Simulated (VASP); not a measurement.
A run of VASP 6.6.1:

The input INCAR:

```
SYSTEM = Al
PREC     = Accurate       ! precision mode
ENCUT    = 520            ! plane-wave cutoff, eV
EDIFF    = 1E-6           ! SCF threshold, eV
ISMEAR   = 0              ! smearing method
SIGMA    = 0.1            ! smearing width, eV
LREAL    = .False.        ! projectors in reciprocal space
LASPH    = .True.         ! aspherical terms in the spheres
NELM     = 60             ! most SCF steps
ALGO     = Normal         ! electronic algorithm
ISIF     = 2              ! what is computed and relaxed
LWAVE    = .False.        ! write WAVECAR
LCHARG   = .False.        ! write CHGCAR
GGA      = PE             ! functional
IVDW     = 12             ! dispersion correction
NBANDS   = 14             ! bands
```

File KPOINTS:

```
Automatic mesh
0
Gamma
  18 18 6
  0 0 0
```

Contents of POSCAR:

```
Al
1.0
    2.8147782360      0.0000000000      0.0000000000
   -1.4073891180      2.4376694584      0.0000000000
    0.0000000000      0.0000000000      9.2417962341
Al
4
Direct
    0.0000000000      0.0000000000      0.0000000000
    0.3333333333      0.6666666667      0.2500000000
    0.0000000000      0.0000000000      0.5000000000
    0.6666666667      0.3333333333      0.7500000000
```

Potentials or basis: VASP PAW PBE potentials, release 64 (Al).

Run with:

```bash
$ cat potpaw_PBE.64/Al/POTCAR > POTCAR
$ mpirun -np 1 vasp_std > vasp.out
```

Hardware: 1 thread of Intel(R) Xeon(R) Platinum 8259CL CPU @ 2.50GHz (Skylake/Cascade Lake), on a shared host.

Estimate the wall time of this run.

Run time: 90 s on 1 thread of Intel(R) Xeon(R) Platinum 8259CL CPU @ 2.50GHz (Skylake/Cascade Lake), with other jobs on the host, peak memory 0.25 GiB. Counts: scf iterations 10, k points 148.
